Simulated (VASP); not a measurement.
# Al4Co (I4/mmm) in VASP: notebook

Runs on Al4Co. Level: PBE. Tasks: single point.

Program: VASP 6.6.1. These are calculated values, not measurements. Logs are shortened: lines on timing, memory, paths and dates and some standing lists are left out, and cuts for length are marked.

## Step 1: The cell of the first run

Symmetry: I4/mmm, No. 139, tetragonal system. The conventional cell has a = 3.494 Å, b = 3.494 Å, c = 13.739 Å, α = 90.00°, β = 90.00°, γ = 90.00°. Within 3.3 Å of Al (site symmetry -4m2) lie 8 Al at 2.47 to 2.79 Å. Al (site symmetry 4mm) has 5 Al at 2.52 to 2.79 Å and 4 Co at 2.77 Å within 3.3 Å. Within 3.7 Å of Co (site symmetry 4/mmm) lie 8 Al at 2.77 Å and 4 Co at 3.49 Å.

## Step 2: Single point, PBE, collinear spin, ferromagnetic start

Input file INCAR:

```
SYSTEM = Al4Co
PREC     = Accurate       ! precision mode
ENCUT    = 520            ! plane-wave cutoff, eV
EDIFF    = 1E-6           ! SCF threshold, eV
ISMEAR   = 0              ! smearing method
SIGMA    = 0.2            ! smearing width, eV
LREAL    = .FALSE.        ! projectors in reciprocal space
LASPH    = .TRUE.         ! aspherical terms in the spheres
NELM     = 150            ! most SCF steps
ALGO     = Normal         ! electronic algorithm
ISIF     = 2              ! what is computed and relaxed
LWAVE    = .FALSE.        ! write WAVECAR
LCHARG   = .TRUE.         ! write CHGCAR
ISPIN    = 2              ! spin polarisation
MAGMOM   = 0 0 0 0 3      ! initial moments
LORBIT   = 11             ! projections on sites
LMAXMIX  = 4              ! l up to which the mixer works
GGA      = PE             ! functional
LELF     = .TRUE.         ! ELF
LVHAR    = .TRUE.       
NBANDS   = 22             ! bands
```

Input file KPOINTS:

```
regular mesh
0
G
  6 6 6
  0 0 0
```

Input file POSCAR:

```
Al4Co
1.0
   -1.7471063109      1.7471063109      6.8694414969
    1.7471063109     -1.7471063109      6.8694414969
    1.7471063109      1.7471063109     -6.8694414969
Al Co
4 1
Direct
    0.2500000000      0.7500000000      0.5000000000
    0.4081616452      0.4081616452      0.0000000000
    0.7500000000      0.2500000000      0.5000000000
    0.5918383548      0.5918383548      0.0000000000
    0.0000000000      0.0000000000      0.0000000000
```

Potentials or basis: VASP PAW PBE potentials, release 64 (Al, Co).

On the command line:

```
> cat potpaw_PBE.64/Al/POTCAR potpaw_PBE.64/Co/POTCAR > POTCAR
> mpirun -np 1 vasp_std > vasp.out
```

OUTCAR:

```text
SYSTEM = Al4Co
   PREC = Accurate
   ENCUT = 520
   EDIFF = 1E-6
   ISMEAR = 0
   LREAL = .FALSE.
   LASPH = .TRUE.
   NELM = 150
   ISIF = 2
   ISPIN = 2
   LORBIT = 11
   GGA = PE

 ion  position               nearest neighbor table
   1  0.250  0.750  0.500-   3 2.47   3 2.47   3 2.47   3 2.47   2 2.79   4 2.79   4 2.79   2 2.79

   2  0.408  0.408  0.000-   4 2.52   5 2.77   5 2.77   5 2.77   5 2.77   1 2.79   3 2.79   1 2.79
                             3 2.79
   3  0.750  0.250  0.500-   1 2.47   1 2.47   1 2.47   1 2.47   2 2.79   4 2.79   4 2.79   2 2.79

   4  0.592  0.592  0.000-   2 2.52   5 2.77   5 2.77   5 2.77   5 2.77   3 2.79   1 2.79   3 2.79
                             1 2.79
   5  0.000  0.000  0.000-   4 2.77   4 2.77   4 2.77   2 2.77   4 2.77   2 2.77   2 2.77   2 2.77

  LATTYP: Found a body centered tetragonal cell.
 ALAT       =     3.4942126218
 C/A-ratio  =     3.9318966763

  Lattice vectors:

 A1 = (  -1.7471063109,   1.7471063109,   6.8694414969)
 A2 = (   1.7471063109,  -1.7471063109,   6.8694414969)
 A3 = (   1.7471063109,   1.7471063109,  -6.8694414969)

Analysis of symmetry for initial positions (statically):
=====================================================================
 Subroutine PRICEL returns:
 Original cell was already a primitive cell.

 Routine SETGRP: Setting up the symmetry group for a
 body centered tetragonal supercell.

 Subroutine GETGRP returns: Found 16 space group operations
 (whereof 16 operations were pure point group operations)
 out of a pool of 16 trial point group operations.

The static configuration has the point symmetry D_4h.

Analysis of symmetry for dynamics (positions and initial velocities):
=====================================================================
 Subroutine PRICEL returns:
 Original cell was already a primitive cell.

 Routine SETGRP: Setting up the symmetry group for a
 body centered tetragonal supercell.

 Subroutine GETGRP returns: Found 16 space group operations
 (whereof 16 operations were pure point group operations)
 out of a pool of 16 trial point group operations.

The dynamic configuration has the point symmetry D_4h.

Analysis of structural, dynamic, and magnetic symmetry:
=====================================================================
 Subroutine PRICEL returns:
 Original cell was already a primitive cell.

 Routine SETGRP: Setting up the symmetry group for a
 body centered tetragonal supercell.

 Subroutine GETGRP returns: Found 16 space group operations
 (whereof 16 operations were pure point group operations)
 out of a pool of 16 trial point group operations.

[... 131 lines left out ...]
   GGA     = PE    functional components
   LHFCALC =     F    Hartree Fock is set to
   AEXX    =    0.0000 exact exchange contribution
   IVDW    =     0    specifies the selected vdW correction
   LEPSILON=     F    determine dielectric tensor
   LRPA    =     F    only Hartree local field effects (RPA)
 spin polarized calculation
 Gauss-broadening in eV      SIGMA  =   0.20
  energy-cutoff  :      520.00
  volume of cell :       83.87
 maximum number of plane-waves:      2281
   NGX = 27   NGY = 27   NGZ = 27

 number of electron      21.0000002 magnetization       1.0281261

 Free energy of the ion-electron system (eV)
  ---------------------------------------------------
  ext. energy  EPLUGINS =         0.00000000
  ---------------------------------------------------
  free energy    TOTEN  =       -20.15264587 eV

  energy without entropy =      -20.08658157  energy(sigma->0) =      -20.11961372

 E-fermi :   7.2509     XC(G=0): -10.2477

 val. band max:        7.2432139465   @ k =   0.5000   0.1667  -0.0000
 cond. band min:       7.2706064770   @ k =  -0.3333   0.1667  -0.0000
 fundamental gap:      0.0273925305
 Fermi energy:         7.2509484573

 spin component 1

 k-point     1 :       0.0000    0.0000    0.0000
  band No.  band energies     occupation
      1      -3.4617      1.00000
      2      -0.1465      1.00000
      3       0.4670      1.00000
      4       4.6824      1.00000
      5       5.3243      1.00000
      6       5.6435      1.00000
[... 589 lines left out ...]
     21      14.9933      0.00000
     22      15.0626      0.00000

 [... further k-points ...]

 spin component 2

 k-point     1 :       0.0000    0.0000    0.0000
  band No.  band energies     occupation
      1      -3.4761      1.00000
      2      -0.1582      1.00000
      3       0.4386      1.00000
      4       5.9665      1.00000
      5       6.3336      1.00000
      6       6.3336      1.00000
[... 589 lines left out ...]
     21      15.0312      0.00000
     22      15.1325      0.00000

 [... further k-points ...]
[... 5 lines left out ...]
  --------------------------------------------------------------------------------------
  -------------------------------------------------------------------------------------
  Total        0.0121040      0.0121040      0.3185942      0.0000000     -0.0000000      0.0000000
  in kB        0.2312175      0.2312175      6.0859505      0.0000000     -0.0000000      0.0000000
  external PRESSURE =       2.1827952 kB  Pullay stress =       0.0000000 kB

 VOLUME and BASIS-vectors are now :
 -----------------------------------------------------------------------------
  energy-cutoff  :      520.00
  volume of cell :       83.87
      direct lattice vectors                 reciprocal lattice vectors
    -1.747106311  1.747106311  6.869441497     0.000000000  0.286187507  0.072786121
     1.747106311 -1.747106311  6.869441497     0.286187507  0.000000000  0.072786121
     1.747106311  1.747106311 -6.869441497     0.286187507  0.286187507  0.000000000

 POSITION                                       TOTAL-FORCE (eV/Angst)
 -----------------------------------------------------------------------------------
      1.74711     -0.00000      3.43472         0.000000      0.000000     -0.000000
      0.00000      0.00000      5.60769         0.000000      0.000000     -0.013637
     -0.00000      1.74711      3.43472         0.000000      0.000000     -0.000000
      0.00000      0.00000      8.13120        -0.000000     -0.000000      0.013637
      0.00000      0.00000      0.00000         0.000000      0.000000     -0.000000
 -----------------------------------------------------------------------------------
    total drift:                                0.000000      0.000000      0.000000

  FREE ENERGIE OF THE ION-ELECTRON SYSTEM (eV)
  ---------------------------------------------------
  free  energy   TOTEN  =       -20.1526458708 eV

  energy  without entropy=      -20.0865815662  energy(sigma->0) =      -20.11961372

 total charge

# of ion       s       p       d       tot
------------------------------------------
    1        0.483   0.387   0.000   0.870
    2        0.421   0.331   0.000   0.752
    3        0.483   0.387   0.000   0.870
    4        0.421   0.331   0.000   0.752
    5        0.342   0.253   7.330   7.926
--------------------------------------------------
tot          2.149   1.689   7.330  11.168

 magnetization (x)

# of ion       s       p       d       tot
------------------------------------------
    1       -0.000   0.001   0.000   0.001
    2        0.003  -0.008   0.000  -0.006
    3       -0.000   0.001   0.000   0.001
    4        0.003  -0.008   0.000  -0.006
    5        0.023  -0.002   1.132   1.153
--------------------------------------------------
tot          0.028  -0.016   1.132   1.144
```

OSZICAR:

```text
N       E                     dE             d eps       ncg     rms          rms(c)
DAV:   1     0.612437975542E+02    0.61244E+02   -0.76329E+03  2640   0.818E+02
DAV:   2    -0.197731741177E+02   -0.81017E+02   -0.74017E+02  2802   0.161E+02
DAV:   3    -0.238770247178E+02   -0.41039E+01   -0.39594E+01  3332   0.387E+01
DAV:   4    -0.239744692019E+02   -0.97444E-01   -0.97124E-01  3136   0.568E+00
[... 10 lines left out ...]
DAV:  15    -0.201526375311E+02   -0.10861E-03   -0.27424E-04  3638   0.164E-01    0.617E-02
DAV:  16    -0.201526760322E+02   -0.38501E-04   -0.15824E-04  3862   0.123E-01    0.879E-02
DAV:  17    -0.201526409083E+02    0.35124E-04   -0.11686E-04  3630   0.968E-02    0.205E-02
DAV:  18    -0.201526453992E+02   -0.44909E-05   -0.88908E-06  3450   0.220E-02    0.141E-02
DAV:  19    -0.201526458708E+02   -0.47164E-06   -0.73820E-06  3042   0.308E-02
   1 F= -.20152646E+02 E0= -.20119614E+02  d E =-.660643E-01  mag=     1.0278
```

It took 6.4 min on 1 thread of Intel Xeon Platinum 8488C (Sapphire Rapids), shared host; peak memory 0.55 GiB.

What came out:

| Property | Result |
| --- | --- |
| Free energy | -20.1526 eV |
| Pressure | 0.2 GPa |
| Largest force | 0.014 eV/Å |
| Band gap on the k mesh | zero (filled and empty bands overlap) |
| Net moment | 1.03 μB per cell |
| Site moments | Al +0.00, -0.01 (each value once); Co +1.15 μB |
| Valence electrons inside the program's atomic spheres | Al 0.87, 0.75 (each value once); Co 7.93 |

Forces on the atoms (eV/Å):
```
Al   0.000  0.000  0.000
Al   0.000  0.000 -0.014
Al   0.000  0.000  0.000
Al   0.000  0.000  0.014
Co   0.000  0.000  0.000
```

Stress tensor (GPa, compression positive):
```
0.02 0.00 0.00
0.00 0.02 0.00
0.00 0.00 0.61
```

Levels at points of the mesh, in eV from the Fermi level:
Spin up:
```
           k point  band 9  band 10  band 11  band 12  band 13  band 14
(0.00, 0.00, 0.00)    0.25     0.25     1.12     2.30     2.30     2.43
(0.50, 0.00, 0.00)   -1.46    -1.44    -0.53     1.76     2.60     2.63
(0.50, 0.50, 0.00)   -1.76    -1.58    -1.00    -0.36    -0.32     0.13
(0.50, 0.50, 0.50)   -1.30    -0.03    -0.03     1.92     3.01     3.49
```
Spin down:
```tsv
k point	band 6	band 7	band 8	band 9	band 10	band 11	band 12	band 13	band 14	band 15
(0.00, 0.00, 0.00)	-0.92	-0.77	-0.76	0.34	0.34	1.09	2.26	2.26	2.44	2.68
(0.50, 0.00, 0.00)	-2.58	-1.39	-0.92	-0.65	0.07	0.25	1.73	2.59	2.65	3.21
(0.50, 0.50, 0.00)	-2.83	-2.33	-1.13	-1.05	-0.86	-0.34	0.07	0.41	0.56	1.08
(0.50, 0.50, 0.50)	-0.79	-0.79	-0.76	-0.10	-0.05	-0.05	2.02	3.13	3.46	3.46
```

## Step 3: Single point, PBE, collinear spin, ferromagnetic start

Input file INCAR:

```
SYSTEM = Al4Co
PREC = Accurate ; ENCUT = 520
EDIFF = 1E-7 ; ISMEAR = 0
SIGMA = 0.2 ; LREAL = .False.
LASPH = .True. ; NELM = 150
ALGO = Normal ; ISIF = 2
LWAVE = .False. ; LCHARG = .True.
ISPIN = 2 ; MAGMOM = 0 0 0 0 3
LORBIT = 11 ; LMAXMIX = 4
GGA = PE ; LELF = .True.
LVHAR = .True. ; NBANDS = 22
```

Input file KPOINTS:

```
Automatic mesh
0
Gamma
  6 6 6
  0 0 0
```

Input file POSCAR:

```
Al4Co
1.0
   -1.7407330540      1.7407330540      6.9287447517
    1.7407330540     -1.7407330540      6.9287447517
    1.7407330540      1.7407330540     -6.9287447517
Al Co
4 1
Direct
    0.7500000000      0.2500000000      0.5000000000
    0.2500000000      0.7500000000      0.5000000000
    0.4084881357      0.4084881357      0.0000000000
    0.5915118643      0.5915118643      0.0000000000
    0.0000000000      0.0000000000      0.0000000000
```

Potentials or basis: VASP PAW PBE potentials, release 64 (Al, Co).

On the command line:

```
> cat potpaw_PBE.64/Al/POTCAR potpaw_PBE.64/Co/POTCAR > POTCAR
> mpirun -np 1 vasp_std > vasp.out
```

It took 8.8 min on 1 thread of Intel Xeon Platinum 8488C (Sapphire Rapids), shared host; peak memory 0.57 GiB.

Results (log left out):

```
Free energy                                           : -20.1536 eV
Pressure                                              : 0.2 GPa
Largest force                                         : 0.021 eV/Å
Net moment                                            : 1.09 μB per cell
Site moments                                          : Al +0.00, -0.00 (each value once); Co +1.19 μB
Valence electrons inside the program's atomic spheres : Al 0.87, 0.75 (each value once); Co 7.93
```

Forces in eV/Å, atoms in the order of the input:
```
Al   0.000  0.000  0.000
Al   0.000  0.000  0.000
Al   0.000  0.000 -0.021
Al   0.000  0.000  0.021
Co   0.000  0.000  0.000
```

Stress tensor (GPa, compression positive):
```
0.28 0.00 0.00
0.00 0.28 0.00
0.00 0.00 0.15
```

Levels at points of the mesh, in eV from the Fermi level:
Spin up:
```tsv
k point	band 7	band 8	band 9	band 10	band 11	band 12	band 13	band 14	band 15	band 16
(0.00, 0.00, 0.00)	-1.63	-1.58	0.31	0.31	1.06	2.29	2.38	2.38	2.38	3.14
(0.50, 0.00, 0.00)	-2.08	-1.97	-1.48	-1.48	-0.59	1.65	2.70	2.73	2.96	5.12
(0.50, 0.50, 0.00)	-2.67	-1.81	-1.79	-1.62	-1.02	-0.34	-0.32	0.13	0.58	2.15
(0.50, 0.50, 0.50)	-1.59	-1.58	-1.34	0.06	0.06	1.96	3.12	3.52	3.52	4.50
```
Spin down:
```csv
k point,band 6,band 7,band 8,band 9,band 10,band 11,band 12,band 13,band 14,band 15
"(0.00, 0.00, 0.00)",-0.90,-0.81,-0.77,0.41,0.41,1.04,2.35,2.35,2.37,2.57
"(0.50, 0.00, 0.00)",-2.59,-1.39,-0.93,-0.65,0.07,0.25,1.62,2.69,2.75,3.16
"(0.50, 0.50, 0.00)",-2.79,-2.32,-1.16,-1.06,-0.84,-0.33,0.10,0.43,0.56,1.10
"(0.50, 0.50, 0.50)",-0.79,-0.79,-0.77,-0.10,0.05,0.05,2.06,3.24,3.50,3.50
```

## Step 4: Single point, PBE (13.29 Å³/atom)

This run uses another cell than the first one, of 13.29 Å³/atom.

Input file INCAR:

```
SYSTEM = Al4Co
PREC = Accurate
ENCUT = 520
EDIFF = 1E-6
ISMEAR = 0
SIGMA = 0.1
LREAL = .FALSE.
LASPH = .TRUE.
NELM = 60
ALGO = Fast
ISIF = 2
LWAVE = .FALSE.
LCHARG = .FALSE.
GGA = PE
NBANDS = 18
```

Input file KPOINTS:

```
Automatic mesh
0
G
  14 14 14
  0 0 0
```

Input file POSCAR:

```
Al4Co
1.0
   -1.3508814345      1.3508814345      9.1006832963
    1.3508814345     -1.3508814345      9.1006832963
    1.3508814345      1.3508814345     -9.1006832963
Al Co
4 1
Direct
    0.8059730381      0.8059730381      0.0000000000
    0.4183337802      0.4183337802      0.0000000000
    0.1940269619      0.1940269619      0.0000000000
    0.5816662198      0.5816662198      0.0000000000
    0.0000000000      0.0000000000      0.0000000000
```

On the command line:

```
> cat potpaw_PBE.64/Al/POTCAR potpaw_PBE.64/Co/POTCAR > POTCAR
> mpirun -np 1 vasp_std > vasp.out
```

It took 38 min on 1 thread of AMD EPYC 9R45 (Zen 5), shared host; peak memory 0.87 GiB.

It converged, with:

- Free energy: -22.9699 eV
- Pressure: 11.9 GPa
- Largest force: 0.003 eV/Å
- Band gap on the k mesh: zero (an odd number of electrons rules out a gap without spin polarisation)

Forces on the atoms (eV/Å):
```
Al   0.000  0.000  0.003
Al   0.000  0.000  0.001
Al   0.000  0.000 -0.003
Al   0.000  0.000 -0.001
Co   0.000  0.000  0.000
```

Levels at points of the mesh, in eV from the Fermi level:
```
           k point  band 7  band 8  band 9  band 10  band 11  band 12  band 13  band 14
(0.00, 0.00, 0.00)   -1.56   -1.13   -1.13    -0.50     3.60     5.54     6.31     7.54
(0.50, 0.00, 0.00)   -3.00   -1.81   -1.57    -1.42    -0.93    -0.12     1.17     1.82
(0.50, 0.50, 0.00)   -1.83   -0.68   -0.68    -0.45    -0.02     0.11     0.47     1.45
(0.50, 0.50, 0.50)   -1.34   -1.13   -1.13    -0.50     1.49     6.40     7.23     7.23
```

Caveat: the cell stands under pressure; the run has no spin polarisation, though such a crystal can be magnetic. Spin polarisation is off, so any magnetic state and its effect on volume and gap are missing.

## Step 5: Summary

```tsv
spin	cell	k mesh	smearing	gap on the mesh (eV)	pressure (GPa)	moment (μB)	largest force (eV/Å)
collinear, ferromagnetic start	a = 7.300 Å, angles 152.3, 152.3, 39.6°, 5 atoms, atomic positions A	6 × 6 × 6	gaussian 0.2 eV	none	0.2	1.03	0.01
collinear, ferromagnetic start	a = 7.353 Å, angles 152.6, 152.6, 39.1°, 5 atoms, atomic positions B	6 × 6 × 6	gaussian 0.2 eV	none	0.2	1.09	0.02
off	a = 9.299 Å, angles 163.3, 163.3, 23.7°, 5 atoms, atomic positions C	14 × 14 × 14	gaussian 0.1 eV	none	11.9	-	-
```

Alike in all rows: task single point; level PBE; potentials or basis VASP PAW PBE potentials, release 64 (Al, Co); cutoff (eV) 520.

Caveats: the cell stands under pressure (at least some runs).

Absolute energies hang on the potentials; compare differences alone.

The gap in the log of VASP goes by the Fermi energy; the results here count the filled bands.